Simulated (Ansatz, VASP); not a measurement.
## One calculation of O, two programs

```
O
1.0
    12.00000    0.00000    0.00000
     0.00000   12.30000    0.00000
     0.00000    0.00000   12.60000
O
2
Direct
  0.50000 0.50000 0.45166
  0.50000 0.50000 0.54834
```

Alike in both runs: functional PBE; k mesh 1 × 1 × 1; occupations fermi-dirac, width 0.01 eV; collinear spin.

Ansatz relaxed the structure, and its values are those at the end. VASP's run is a single point on that final structure, the one shown.

|  | VASP | Ansatz |
| --- | --- | --- |
| version | VASP 6.6.1 | Ansatz 0.2.0 |
| potentials or method | VASP PAW PBE potentials, release 64 (O), cutoff 520 eV | plane waves (420 eV) with PAW, scalar-relativistic |
| valence electrons in the cell | 12 | 12 |

|  | VASP | Ansatz | Ansatz less VASP |
| --- | --- | --- | --- |
| rms of the force components (eV/Å) | 0.661 | 0.000 | -0.6612 |
| net moment per atom (μB) | 1.00 | 1.00 | 0.000 |
| size of the moment on the site where the two differ most (μB) | 0.81 | 0.56 | -0.252 |

Site moments also hang on the region over which each program counts them. One of these differences is far larger than is usual between the two programs; its cause wasn't traced. Ansatz's warnings: end state compared.

Noted on VASP's run: the standard files for N, O and F lose accuracy on very short bonds.
